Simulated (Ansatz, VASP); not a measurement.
## CaO: VASP beside Ansatz

```
CELL_PARAMETERS angstrom
4.03131 0.00000 0.00000
-2.01565 3.49121 0.00000
0.00000 0.00000 4.74382
ATOMIC_POSITIONS crystal
Ca 0.33333 0.66667 0.75000
Ca 0.66667 0.33333 0.25000
O 0.33333 0.66667 0.25000
O 0.66667 0.33333 0.75000
```

Change from the starting cell: strain +e along x and -e along y +0.0000, strain +e along z and -e/2 along x and y -0.0133.

Alike in both runs: task single point; functional PBE; k mesh 9 × 9 × 6; occupations gaussian, width 0.05 eV; no spin polarisation.

|  | VASP | Ansatz |
| --- | --- | --- |
| version | VASP 6.6.1 | Ansatz 0.2.0 |
| potentials or method | VASP PAW PBE potentials, release 64 (Ca_sv, O), cutoff 520 eV | scalar-relativistic, plane waves, PAW |
| valence electrons in the cell | 32 | 32 |

```csv
,VASP,Ansatz,Ansatz less VASP
gap on the k mesh at the Fermi level (eV),3.07,3.08,+0.015
least direct gap on the mesh (eV),3.07,3.08,+0.015
pressure (GPa),0.7,0.2,-0.48
"traceless stress, the component that is largest in VASP (GPa)",1.80,1.71,-0.090
```
